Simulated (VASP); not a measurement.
Wanted: the native input for a VASP 6.6.1 run.

| Quantity | Value |
| --- | --- |
| Task | single point |
| Functional | PBE |
| Potentials or basis | VASP PAW PBE potentials, release 64 (Sr_sv, Ga_d) |
| Cutoff | 520 eV |
| k mesh | 6 × 6 × 6 |
| Occupations | gaussian, width 0.1 eV |
| Spin | no spin polarisation |
| Dipole correction | no |
| Further INCAR settings | ALGO = Normal; EDIFF = 1e-06; NBANDS = 30 |

The structure of Sr3Ga lies in POSCAR:

```
Sr3Ga
1.0
   -2.3490820790      2.3490820790      5.2473002285
    2.3490820790     -2.3490820790      5.2473002285
    2.3490820790      2.3490820790     -5.2473002285
Sr Ga
3 1
Direct
    0.5000000000      0.5000000000      0.0000000000
    0.2500000000      0.7500000000      0.5000000000
    0.7500000000      0.2500000000      0.5000000000
    0.0000000000      0.0000000000      0.0000000000
```

These files were run (other wordings do the same):

INCAR

```
SYSTEM = Sr3Ga
PREC     = Accurate       ! precision mode
ENCUT    = 520            ! plane-wave cutoff, eV
EDIFF    = 1E-6           ! SCF threshold, eV
ISMEAR   = 0              ! smearing method
SIGMA    = 0.1            ! smearing width, eV
LREAL    = .FALSE.        ! projectors in reciprocal space
LASPH    = .TRUE.         ! aspherical terms in the spheres
NELM     = 60             ! most SCF steps
ALGO     = Normal         ! electronic algorithm
ISIF     = 2              ! what is computed and relaxed
LWAVE    = .FALSE.        ! write WAVECAR
LCHARG   = .FALSE.        ! write CHGCAR
GGA      = PE             ! functional
NBANDS   = 30             ! bands
```

KPOINTS

```
regular mesh
0
G
  6 6 6
  0 0 0
```

Potentials or basis: VASP PAW PBE potentials, release 64 (Sr_sv, Ga_d).

Run with:

```bash
$ cat potpaw_PBE.64/Sr_sv/POTCAR potpaw_PBE.64/Ga_d/POTCAR > POTCAR
$ mpirun -np 1 vasp_std > vasp.out
```

Results of the run:

- Pressure: 8.1 GPa
- Band gap on the k mesh: zero (an odd number of electrons rules out a gap without spin polarisation)

Caveat: the cell stands under pressure.

Run time: 68 s on 1 thread of Intel(R) Xeon(R) 6975P-C (Granite Rapids), with other jobs on the host, peak memory 0.37 GiB.
